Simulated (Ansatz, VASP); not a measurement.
**Mg in VASP and in Ansatz**

```
Mg
1.0
     3.21863    0.00000    0.00000
    -1.60932    2.78742    0.00000
     0.00000    0.00000   10.45465
Mg
4
Cartesian
  1.6093 0.9291 7.8410
  0.0000 0.0000 5.2273
  0.0000 1.8583 2.6137
  0.0000 0.0000 0.0000
```

Alike in both runs: task single point; functional PBEsol; k mesh 10 × 10 × 3; occupations fermi-dirac, width 0.05 eV; no spin polarisation.

```csv
,VASP,Ansatz
version,VASP 6.6.1,Ansatz 0.2.0
potentials or method,"VASP PAW PBE potentials, release 64 (Mg)",Ansatz PAW
plane-wave cutoff (eV),520,420
valence electrons in the cell,8,40
```

Ansatz gave:

```
gap on the k mesh at the Fermi level (eV)                     : none
pressure (GPa)                                                : -1.2
traceless stress, the component that is largest in VASP (GPa) : 0.65
```

Q: Which values does VASP return?

A: gap on the k mesh at the Fermi level (eV): none; pressure (GPa): -1.2; traceless stress, the component that is largest in VASP (GPa): 0.64.

VASP's potentials were made for PBE, not for PBEsol. A gap of «none» marks a metal or a gap that the smearing closes. VASP's potentials hold 8 valence electrons a cell and Ansatz's 40, so a difference there can come from the potentials and not from the codes.
